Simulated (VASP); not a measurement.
Wanted: the native input for a VASP 6.6.1 run.

* Task: single point
* Functional: r2SCAN
* Potentials or basis: VASP PAW PBE potentials, release 64 (C_h, Si)
* Cutoff: 1430 eV
* k mesh: 10 × 10 × 10
* Occupations: gaussian, width 0.01 eV
* Spin: no spin polarisation
* Dipole correction: no
* Further INCAR settings: ALGO = Normal; EDIFF = 1e-06; NBANDS = 16

SiC3:

```
CELL_PARAMETERS angstrom
1.37396 0.79326 4.69740
-1.37396 0.79326 4.69740
0.00000 -1.58651 4.69740
ATOMIC_POSITIONS crystal
C 0.00870 0.00870 0.00870
C 0.48781 0.48781 0.48781
C 0.37898 0.37898 0.37898
Si 0.87450 0.87450 0.87450
```

This cell differs from its parent crystal: epitaxial xy strain -2.9%.

The input as run:

POSCAR

```
SiC3
1.0
    1.3739617443      0.7932571828      4.6973960637
   -1.3739617443      0.7932571828      4.6973960637
    0.0000000000     -1.5865143660      4.6973960636
C Si
3 1
Direct
    1.0087035159      0.0087035159      0.0087035159
    0.4878149803      0.4878149803      0.4878149803
    0.3789771080      0.3789771080      0.3789771080
    0.8745043958      0.8745043958      0.8745043958
```

INCAR.step1

```
ALGO     = Normal         # electronic algorithm
EDIFF    = 1E-5           # SCF threshold, eV
ENCUT    = 1430           # plane-wave cutoff, eV
GGA      = PE             # functional
GGA_COMPAT= False        
ISMEAR   = 0              # smearing method
LASPH    = True           # aspherical terms in the spheres
LCHARG   = False          # write CHGCAR
LREAL    = False          # projectors in reciprocal space
LWAVE    = True           # write WAVECAR
NBANDS   = 16             # bands
NELM     = 120            # most SCF steps
PREC     = Accurate       # precision mode
SIGMA    = 0.01           # smearing width, eV
```

INCAR.step2

```
ALGO     = Normal         # electronic algorithm
EDIFF    = 1E-6           # SCF threshold, eV
ENCUT    = 1430           # plane-wave cutoff, eV
GGA_COMPAT= False        
ISIF     = 2              # what is computed and relaxed
ISMEAR   = 0              # smearing method
ISTART   = 1            
LASPH    = True           # aspherical terms in the spheres
LCHARG   = False          # write CHGCAR
LMIXTAU  = True         
LREAL    = False          # projectors in reciprocal space
LWAVE    = False          # write WAVECAR
METAGGA  = R2SCAN         # meta-GGA
NBANDS   = 16             # bands
NELM     = 120            # most SCF steps
PREC     = Accurate       # precision mode
SIGMA    = 0.01           # smearing width, eV
```

KPOINTS

```
k-points
0
Gamma
  10 10 10
```

Potentials or basis: VASP PAW PBE potentials, release 64 (C_h, Si).

The run is started by

```sh
$ cat potpaw_PBE.64/C_h/POTCAR potpaw_PBE.64/Si/POTCAR > POTCAR
$ cp INCAR.step1 INCAR
$ mpirun -np 1 vasp_std > vasp.out
$ cp INCAR.step2 INCAR
$ mpirun -np 1 vasp_std > vasp.out
```

It gave:

* Pressure: 14.8 GPa
* Largest force: 0.050 eV/Å
* Band gap on the k mesh: 1.36 eV (least direct gap 3.25 eV)

Caveat: the cell differs from its parent crystal (epitaxial xy strain -2.9%); the stress differs along the axes, from -1 to 23 GPa; the PAW data sets were made with another functional, which shifts forces and pressure a little.

Wall time 59 min on 1 thread of Intel(R) Xeon(R) Platinum 8259CL CPU @ 2.50GHz (Skylake/Cascade Lake), with other jobs on the host, peak memory 0.75 GiB.
